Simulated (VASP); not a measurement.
# Na2Sc: single point with r2SCAN

Na2Sc:

```
Na Sc
1.0
     3.37309    0.00000    0.00000
    -1.68654    2.92118    0.00000
     0.00000    0.00000    5.63005
Na Sc
2 1
Direct
  0.33333 0.66667 0.25000
  0.66667 0.33333 0.75000
  0.00000 0.00000 0.00000
```

| Quantity | Value |
| --- | --- |
| Program | VASP 6.6.1 |
| Task | single point |
| Functional | r2SCAN |
| Potentials or basis | VASP PAW PBE potentials, release 64 (Na_pv, Sc_sv) |
| Cutoff | 520 eV |
| k mesh | 10 × 10 × 6 |
| Occupations | fermi-dirac, width 0.05 eV |
| Spin | no spin polarisation |
| Dipole correction | no |
| Further INCAR settings | ALGO = Normal; EDIFF = 1e-07; NBANDS = 20 |

* Pressure: 28.2 GPa
* Largest force: 3.812 eV/Å
* Band gap on the k mesh: zero (an odd number of electrons rules out a gap without spin polarisation)

Forces in eV/Å, atoms in the order of the input:
```
Na   0.000  0.000  3.812
Na   0.000  0.000 -3.812
Sc   0.000  0.000  0.000
```

Stress tensor (GPa, compression positive):
```
27.78  0.00  0.00
 0.00 27.78  0.00
 0.00  0.00 29.10
```

Levels at points of the mesh, in eV from the Fermi level:
| k point | band 11 | band 12 | band 13 | band 14 | band 15 | band 16 |
| --- | --- | --- | --- | --- | --- | --- |
| (0.00, 0.00, 0.00) | -5.07 | -1.81 | 0.31 | 0.93 | 0.93 | 2.14 |
| (0.50, 0.00, 0.00) | -1.91 | -0.33 | -0.32 | 0.36 | 1.91 | 3.30 |
| (0.00, 0.00, 0.50) | -4.23 | -3.16 | -0.19 | 0.93 | 0.93 | 2.13 |
| (0.50, 0.00, 0.50) | -1.85 | -0.13 | 0.22 | 0.85 | 1.22 | 1.88 |

It took 3.8 min on 1 thread of Intel(R) Xeon(R) 6975P-C (Granite Rapids), with other jobs on the host, peak memory 0.23 GiB.

Caveat: the cell stands under pressure; the PAW data sets were made with another functional, which shifts forces and pressure a little.
